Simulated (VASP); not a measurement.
# Ti5Si (R32) in VASP: further runs

Ti5Si is run at these levels: PBE, PBEsol; tasks: single point.

Program: VASP 6.6.1. These are calculated values, not measurements. Logs are shortened: lines on timing, memory, paths and dates and some standing lists are left out, and cuts for length are marked.

## 1. The cell of the first run

It takes space group R32 (No. 155, trigonal). The conventional cell has a = 5.048 Å, b = 5.048 Å, c = 13.315 Å, α = 90.00°, β = 90.00°, γ = 120.00°. Within 3.7 Å of Ti (site symmetry 3) lie 12 Ti at 2.84 to 3.66 Å and 3 Si at 2.92 Å. Within 3.5 Å of Ti (site symmetry 2) lie 10 Ti at 2.68 to 3.46 Å and 2 Si at 2.71 Å. Within 3.6 Å of Si (site symmetry 32) lie 12 Ti at 2.71 to 2.92 Å.

## 2. Single point, PBE

File INCAR:

```
SYSTEM = Ti5Si
ALGO = Fast
EDIFF = 1E-7
ENCUT = 520
GGA = PE
ISIF = 2
ISMEAR = 0
LASPH = .TRUE.
LCHARG = .TRUE.
LELF = .TRUE.
LREAL = .FALSE.
LVHAR = .TRUE.
LWAVE = .FALSE.
NBANDS = 41
NELM = 100
PREC = Accurate
SIGMA = 0.1
```

File KPOINTS:

```
k-points
0
G
  12 12 12
  0 0 0
```

File POSCAR:

```
Ti5Si
1.0
    2.5242456569      1.4573739095      4.4383588866
   -2.5242456569      1.4573739095      4.4383588866
    0.0000000000     -2.9147478190      4.4383588866
Ti Si
5 1
Direct
    0.1513621527      0.1513621527      0.1513621527
    0.6045557559      0.3954442441      0.0000000000
    0.0000000000      0.6045557559      0.3954442441
    0.8486378473      0.8486378473      0.8486378473
    0.3954442441      0.0000000000      0.6045557559
    0.5000000000      0.5000000000      0.5000000000
```

Potentials or basis: VASP PAW PBE potentials, release 64 (Ti_sv, Si).

The run is started by

```console
$ cat potpaw_PBE.64/Ti_sv/POTCAR potpaw_PBE.64/Si/POTCAR > POTCAR
$ mpirun -np 1 vasp_std > vasp.out
```

OUTCAR:

```text
SYSTEM = Ti5Si
   EDIFF = 1E-7
   ENCUT = 520
   GGA = PE
   ISIF = 2
   ISMEAR = 0
   LASPH = .TRUE.
   LREAL = .FALSE.
   NELM = 100
   PREC = Accurate

 ion  position               nearest neighbor table
   1  0.151  0.151  0.151-   5 2.84   3 2.84   2 2.84   2 2.88   5 2.88   3 2.88   6 2.92   6 2.92
                             6 2.92
   2  0.605  0.395  0.000-   5 2.68   3 2.68   5 2.68   3 2.68   6 2.71   6 2.71   4 2.84   1 2.84
                             4 2.88   1 2.88
   3  0.000  0.605  0.395-   2 2.68   2 2.68   5 2.68   5 2.68   6 2.71   6 2.71   4 2.84   1 2.84
                             4 2.88   1 2.88
   4  0.849  0.849  0.849-   5 2.84   3 2.84   2 2.84   2 2.88   3 2.88   5 2.88   6 2.92   6 2.92
                             6 2.92
   5  0.395  0.000  0.605-   2 2.68   2 2.68   3 2.68   3 2.68   6 2.71   6 2.71   1 2.84   4 2.84
                             1 2.88   4 2.88
   6  0.500  0.500  0.500-   2 2.71   2 2.71   3 2.71   5 2.71   5 2.71   3 2.71   1 2.92   4 2.92
                             4 2.92   1 2.92   1 2.92   4 2.92

  LATTYP: Found a trigonal (rhomboedric) cell.
 ALAT       =     5.3098761242
 COS(alpha) =     0.5480145524

  Lattice vectors:

 A1 = (   2.5242456569,   1.4573739095,   4.4383588866)
 A2 = (  -2.5242456569,   1.4573739095,   4.4383588866)
 A3 = (   0.0000000000,  -2.9147478190,   4.4383588866)

Analysis of symmetry for initial positions (statically):
=====================================================================
 Subroutine PRICEL returns:
 Original cell was already a primitive cell.

 Routine SETGRP: Setting up the symmetry group for a
 trigonal (rhombohedral) supercell.

 Subroutine GETGRP returns: Found  6 space group operations
 (whereof  6 operations were pure point group operations)
 out of a pool of 12 trial point group operations.

The static configuration has the point symmetry D_3 .

Analysis of symmetry for dynamics (positions and initial velocities):
=====================================================================
 Subroutine PRICEL returns:
 Original cell was already a primitive cell.

 Routine SETGRP: Setting up the symmetry group for a
 trigonal (rhombohedral) supercell.

 Subroutine GETGRP returns: Found  6 space group operations
 (whereof  6 operations were pure point group operations)
 out of a pool of 12 trial point group operations.

The dynamic configuration has the point symmetry D_3 .

 Subroutine INISYM returns: Found  6 space group operations
 (whereof  6 operations are pure point group operations),
 and found     1 'primitive' translations

----------------------------------------------------------------------------------------

                                     Primitive cell

  volume of cell :      97.9662

  direct lattice vectors                    reciprocal lattice vectors
     2.524245657  1.457373910  4.438358887     0.198078978  0.114360951  0.075102835
    -2.524245657  1.457373910  4.438358887    -0.198078978  0.114360951  0.075102835
     0.000000000 -2.914747819  4.438358887     0.000000000 -0.228721903  0.075102835

  length of vectors
     5.309876124  5.309876124  5.309876124     0.240736670  0.240736670  0.240736670

  position of ions in fractional coordinates (direct lattice)
     0.151362153  0.151362153  0.151362153
     0.604555756  0.395444244  0.000000000
     1.000000000  0.604555756  0.395444244
     0.848637847  0.848637847  0.848637847
     0.395444244  1.000000000  0.604555756
     0.500000000  0.500000000  0.500000000

  ion indices of the primitive-cell ions
   primitive index   ion index
                 1           1
                 2           2
                 3           3
                 4           4
                 5           5
                 6           6

----------------------------------------------------------------------------------------

 KPOINTS: k-points

Automatic generation of k-mesh.
 Grid dimensions read from file:
 generate k-points for:   12   12   12

 Generating k-lattice:

  Cartesian coordinates                     Fractional coordinates (reciprocal lattice)
     0.016506582  0.009530079  0.006258570     0.083333333  0.000000000  0.000000000
    -0.016506582  0.009530079  0.006258570     0.000000000  0.083333333  0.000000000
     0.000000000 -0.019060159  0.006258570     0.000000000  0.000000000  0.083333333

  Length of vectors
     0.020061389  0.020061389  0.020061389

  Shift w.r.t. Gamma in fractional coordinates (k-lattice)
     0.000000000  0.000000000  0.000000000

 Subroutine IBZKPT returns following result:
 ===========================================

 Found    189 irreducible k-points:

 Following reciprocal coordinates:
            Coordinates               Weight
  0.000000  0.000000  0.000000      1.000000
  0.083333  0.000000  0.000000      6.000000
  0.166667  0.000000  0.000000      6.000000
  0.250000  0.000000  0.000000      6.000000
  0.333333  0.000000  0.000000      6.000000
  0.416667  0.000000  0.000000      6.000000
[... 16 lines left out ...]
  0.500000  0.166667  0.000000     12.000000
 -0.416667  0.166667  0.000000     12.000000
 [... further k-points ...]
   k-points           NKPTS =    189   k-points in BZ     NKDIM =    189   number of bands    NBANDS=     41
   number of dos      NEDOS =    301   number of ions     NIONS =      6
   total plane-waves  NPLWV =  64000
   dimension x,y,z NGX =    40 NGY =   40 NGZ =   40
   dimension x,y,z NGXF=    80 NGYF=   80 NGZF=   80
   ions per type =               5   1
   NGX,Y,Z   is equivalent  to a cutoff of  12.52, 12.52, 12.52 a.u.
   NGXF,Y,Z  is equivalent  to a cutoff of  25.05, 25.05, 25.05 a.u.
 SYSTEM =  Ti5Si
   PREC   = accura    normal or accurate (medium, high low for compatibility)
   ISTART =      0    job   : 0-new  1-cont  2-samecut
   ICHARG =      2    charge: 1-file 2-atom 10-const
   ISPIN  =      1    spin polarized calculation?
   LNONCOLLINEAR =      F non collinear calculations
   LSORBIT =      F    spin-orbit coupling
   LASPH  =      T    aspherical Exc in radial PAW
   ENCUT  =  520.0 eV  38.22 Ry    6.18 a.u.   9.87  9.87  9.87*2*pi/ulx,y,z
   NELM   =    100;   NELMIN=  2; NELMDL= -5     # of ELM steps
   EDIFF  = 0.1E-06   stopping-criterion for ELM
   LREAL  =      F    real-space projection
   EDIFFG = 0.1E-05   stopping-criterion for IOM
   NSW    =      0    number of steps for IOM
   IBRION =     -1    ionic relax: 0-MD 1-quasi-New 2-CG
   NFREE  =      0    steps in history (QN), initial steepest desc. (CG)
   ISIF   =      2    stress and relaxation
   ISYM   =      2    0-nonsym 1-usesym 2-fastsym
   POTIM  = 0.5000    time-step for ionic-motion
   TEBEG  =    0.0;   TEEND  =   0.0 temperature during run
   PSTRESS=    0.0 pullay stress
   NELECT =      64.0000    total number of electrons
   NUPDOWN=      -1.0000    fix difference up-down
   EMIN   =  10.00;   EMAX   =-10.00  energy-range for DOS
   EFERMI =   0.00;   METHOD = LEGACY
   ISMEAR =     0;   SIGMA  =   0.10  broadening in eV -4-tet -1-fermi 0-gaus
   EFERMI_NEDOS =   21; number of points for ismear=-14 and -15
   IALGO  =     68    algorithm
   IMIX   =      4    mixing-type and parameters
     AMIX     =   0.40;   BMIX     =  1.00
     AMIX_MAG =   1.60;   BMIX_MAG =  1.00
  volume/ion in A,a.u.               =      16.33       110.18
  Fermi-wavevector in a.u.,A,eV,Ry     =   1.420505  2.684365 27.454300  2.017834
  Thomas-Fermi vector in A             =   2.541413
   LORBIT       =      0    0 simple, 1 ext, 2 COOP (PROOUT), +10 PAW based schemes
   GGA     = PE    functional components
   LHFCALC =     F    Hartree Fock is set to
   AEXX    =    0.0000 exact exchange contribution
   IVDW    =     0    specifies the selected vdW correction
   LEPSILON=     F    determine dielectric tensor
   LRPA    =     F    only Hartree local field effects (RPA)
 non-spin polarized calculation
 RMM-DIIS sequential band-by-band and
 Gauss-broadening in eV      SIGMA  =   0.10
  energy-cutoff  :      520.00
  volume of cell :       97.97
 maximum number of plane-waves:      2664
   NGX = 19   NGY = 19   NGZ = 19

 number of electron      63.9999999 magnetization

 Free energy of the ion-electron system (eV)
  ---------------------------------------------------
  ext. energy  EPLUGINS =         0.00000000
  ---------------------------------------------------
  free energy    TOTEN  =       -46.37741586 eV

  energy without entropy =      -46.35156593  energy(sigma->0) =      -46.36449090

 E-fermi :   8.7702     XC(G=0): -11.5958

 val. band max:        8.7607965607   @ k =  -0.4167   0.5000   0.1667
 cond. band min:       8.7713630847   @ k =  -0.2500  -0.2500   0.1667
 fundamental gap:      0.0105665240
 Fermi energy:         8.7701959103

 k-point     1 :       0.0000    0.0000    0.0000
  band No.  band energies     occupation
      1     -48.0026      2.00000
      2     -47.9298      2.00000
      3     -47.7927      2.00000
      4     -47.6599      2.00000
      5     -47.6599      2.00000
      6     -24.4877      2.00000
[... 33 lines left out ...]
     40      10.5266      0.00000
     41      10.5542      0.00000

 k-point     2 :       0.0833    0.0000    0.0000
  band No.  band energies     occupation
      1     -48.0011      2.00000
      2     -47.9306      2.00000
      3     -47.7912      2.00000
      4     -47.6622      2.00000
      5     -47.6599      2.00000
      6     -24.4855      2.00000
[... 33 lines left out ...]
     40      10.4859      0.00000
     41      10.6318      0.00000

 k-point     3 :       0.1667    0.0000    0.0000
  band No.  band energies     occupation
      1     -47.9968      2.00000
      2     -47.9331      2.00000
      3     -47.7868      2.00000
      4     -47.6687      2.00000
      5     -47.6600      2.00000
      6     -24.4803      2.00000
[... 33 lines left out ...]
     40      10.5097      0.00000
     41      10.6978      0.00000

 k-point     4 :       0.2500    0.0000    0.0000
  band No.  band energies     occupation
      1     -47.9903      2.00000
      2     -47.9371      2.00000
      3     -47.7797      2.00000
      4     -47.6786      2.00000
      5     -47.6600      2.00000
      6     -24.4785      2.00000
[... 825 lines left out ...]
     40      10.5887      0.00000
     41      10.7192      0.00000

 k-point    23 :       0.5000    0.1667    0.0000
  band No.  band energies     occupation
      1     -47.9713      2.00000
      2     -47.9497      2.00000
      3     -47.7574      2.00000
      4     -47.7080      2.00000
      5     -47.6600      2.00000
      6     -24.4653      2.00000
[... 33 lines left out ...]
     40      10.4987      0.00000
     41      10.7071      0.00000

 k-point    24 :      -0.4167    0.1667    0.0000
  band No.  band energies     occupation
      1     -47.9691      2.00000
      2     -47.9521      2.00000
      3     -47.7512      2.00000
      4     -47.7141      2.00000
      5     -47.6601      2.00000
      6     -24.4623      2.00000
[... 33 lines left out ...]
     40      10.5259      0.00000
     41      10.7344      0.00000

 [... further k-points ...]
[... 5 lines left out ...]
  --------------------------------------------------------------------------------------
  -------------------------------------------------------------------------------------
  Total       -0.1069117     -0.1069117     -0.1183213      0.0000000      0.0000000      0.0000000
  in kB       -1.7484754     -1.7484754     -1.9350717      0.0000000      0.0000000      0.0000000
  external PRESSURE =      -1.8106742 kB  Pullay stress =       0.0000000 kB

 VOLUME and BASIS-vectors are now :
 -----------------------------------------------------------------------------
  energy-cutoff  :      520.00
  volume of cell :       97.97
      direct lattice vectors                 reciprocal lattice vectors
     2.524245657  1.457373910  4.438358887     0.198078978  0.114360951  0.075102835
    -2.524245657  1.457373910  4.438358887    -0.198078978  0.114360951  0.075102835
     0.000000000 -2.914747819  4.438358887     0.000000000 -0.228721903  0.075102835

 POSITION                                       TOTAL-FORCE (eV/Angst)
 -----------------------------------------------------------------------------------
      0.00000      0.00000      2.01540         0.000000     -0.000000     -0.002061
      0.52785      1.45737      4.43836         0.000017     -0.000000     -0.000000
     -1.52605     -0.27156      4.43836        -0.000009      0.000015     -0.000000
      0.00000      0.00000     11.29968         0.000000     -0.000000      0.002061
      0.99820     -1.18582      4.43836        -0.000009     -0.000015     -0.000000
      0.00000      0.00000      6.65754         0.000000     -0.000000     -0.000000
 -----------------------------------------------------------------------------------
    total drift:                                0.000000     -0.000000     -0.000000

  FREE ENERGIE OF THE ION-ELECTRON SYSTEM (eV)
  ---------------------------------------------------
  free  energy   TOTEN  =       -46.3774158641 eV

  energy  without entropy=      -46.3515659291  energy(sigma->0) =      -46.36449090
```

Run time: 35 min. Hardware: 1 thread of Intel Xeon 6975P-C (Granite Rapids), shared host; peak memory 0.66 GiB.

What came out:

- Free energy: -46.3774 eV
- Pressure: -0.2 GPa
- Band gap on the k mesh: zero (band 32 reaches 9.14 eV, above the bottom of band 33 at 8.55 eV)

Forces in eV/Å, atoms in the order of the input:
```
Ti   0.000  0.000 -0.002
Ti   0.000  0.000  0.000
Ti   0.000  0.000  0.000
Ti   0.000  0.000  0.002
Ti   0.000  0.000  0.000
Si   0.000  0.000  0.000
```

## 3. Single point, PBEsol

File INCAR:

```
SYSTEM = Ti5Si
  PREC = Accurate
  ENCUT = 520
  EDIFF = 1E-6
  ISMEAR = 1
  SIGMA = 0.01
  LREAL = .False.
  LASPH = .True.
  NELM = 80
  ALGO = Fast
  ISIF = 2
  LWAVE = .False.
  LCHARG = .False.
  GGA = PS
  NBANDS = 41
```

File KPOINTS:

```
regular mesh
0
Gamma
  12 12 12
  0 0 0
```

File POSCAR:

```
Ti5Si
1.0
    2.5228393509      1.4565619783      4.4409048145
   -2.5228393509      1.4565619783      4.4409048145
    0.0000000000     -2.9131239567      4.4409048145
Ti Si
5 1
Direct
    0.1514396700      0.1514396700      0.1514396700
    0.6053500000      0.3946500000      0.0000000000
    0.0000000000      0.6053500000      0.3946500000
    0.8485603300      0.8485603300      0.8485603300
    0.3946500000      0.0000000000      0.6053500000
    0.5000000000      0.5000000000      0.5000000000
```

Potentials or basis: VASP PAW PBE potentials, release 64 (Ti_sv, Si).

The run is started by

```console
$ cat potpaw_PBE.64/Ti_sv/POTCAR potpaw_PBE.64/Si/POTCAR > POTCAR
$ mpirun -np 1 vasp_std > vasp.out
```

It took 75 min on 1 thread of AMD EPYC 7R43 (Zen 3), shared host; peak memory 0.64 GiB.

The run converged. Its results:

```yaml
Free_energy: -49.3750 eV
Pressure: -4.5 GPa
Largest_force: 0.073 eV/Å
Band_gap_on_the_k_mesh: zero (band 32 reaches 9.02 eV, above the bottom of band 33 at 8.43 eV)
```

Forces in eV/Å, atoms in the order of the input:
```
Ti   0.000  0.000  0.044
Ti  -0.073  0.000  0.000
Ti   0.036 -0.063  0.000
Ti   0.000  0.000 -0.044
Ti   0.036  0.063  0.000
Si   0.000  0.000  0.000
```

Stress tensor (GPa, compression positive):
```
-4.51  0.00  0.00
 0.00 -4.51  0.00
 0.00  0.00 -4.59
```

Levels at points of the mesh, in eV from the Fermi level:
| k point | band 29 | band 30 | band 31 | band 32 | band 33 | band 34 | band 35 | band 36 |
| --- | --- | --- | --- | --- | --- | --- | --- | --- |
| (0.00, 0.00, 0.00) | -0.90 | -0.90 | -0.72 | -0.12 | -0.05 | -0.05 | 1.06 | 1.06 |
| (0.50, 0.00, 0.00) | -1.09 | -0.74 | -0.52 | 0.36 | 0.55 | 0.57 | 0.72 | 0.74 |
| (0.50, 0.50, 0.00) | -1.30 | -0.56 | -0.37 | -0.12 | -0.06 | 0.64 | 0.71 | 0.98 |
| (0.50, 0.50, 0.50) | -0.82 | -0.58 | -0.58 | -0.15 | 0.25 | 0.25 | 0.86 | 1.27 |

Caveat: the PAW data sets were made with another functional, which shifts forces and pressure a little.
